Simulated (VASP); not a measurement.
A run of VASP 6.6.1 is set up as follows.

File POSCAR:

```
Cu
1.0
    0.0000000000      1.8429501765      1.8429501765
    1.8429501765      0.0000000000      1.8429501765
    1.8429501765      1.8429501765      0.0000000000
Cu
1
Direct
    0.0000000000      0.0000000000      0.0000000000
```

Contents of INCAR.step1:

```
ALGO     = Normal         # electronic algorithm
EDIFF    = 1E-5           # SCF threshold, eV
ENCUT    = 580            # plane-wave cutoff, eV
GGA      = PE             # functional
GGA_COMPAT= F            
ISIF     = 2              # what is computed and relaxed
ISMEAR   = -1             # smearing method
LASPH    = T              # aspherical terms in the spheres
LCHARG   = F              # write CHGCAR
LREAL    = F              # projectors in reciprocal space
LWAVE    = T              # write WAVECAR
NBANDS   = 12             # bands
NELM     = 120            # most SCF steps
PREC     = Accurate       # precision mode
SIGMA    = 0.05           # smearing width, eV
```

The input INCAR.step2:

```
AEXX     = 0.5            # exact-exchange fraction
ALGO     = Normal         # electronic algorithm
EDIFF    = 1E-6           # SCF threshold, eV
ENCUT    = 580            # plane-wave cutoff, eV
GGA_COMPAT= F            
ISIF     = 2              # what is computed and relaxed
ISMEAR   = -1             # smearing method
ISTART   = 1            
LASPH    = T              # aspherical terms in the spheres
LCHARG   = F              # write CHGCAR
LHFCALC  = T              # exact exchange
LMIXTAU  = T            
LREAL    = F              # projectors in reciprocal space
LWAVE    = F              # write WAVECAR
METAGGA  = R2SCAN         # meta-GGA
NBANDS   = 12             # bands
NELM     = 120            # most SCF steps
PREC     = Accurate       # precision mode
PRECFOCK = Normal       
SIGMA    = 0.05           # smearing width, eV
```

KPOINTS

```
k-points
0
Gamma
  7 7 7
```

Potentials or basis: VASP PAW PBE potentials, release 64 (Cu).

The run is started by

```console
$ cat potpaw_PBE.64/Cu/POTCAR > POTCAR
$ cp INCAR.step1 INCAR
$ mpirun -np 1 vasp_std > vasp.out
$ cp INCAR.step2 INCAR
$ mpirun -np 1 vasp_std > vasp.out
```

Q: Predict the band gap on the k mesh.

A: Zero (an odd number of electrons rules out a gap without spin polarisation).

Q: What does it give for the pressure?

A: -5.5 GPa.

Caveat: the k points lie up to 0.42 Å⁻¹ apart, too coarse for converged energies and pressures of a metal; the PAW data sets were made with another functional, which shifts forces and pressure a little.
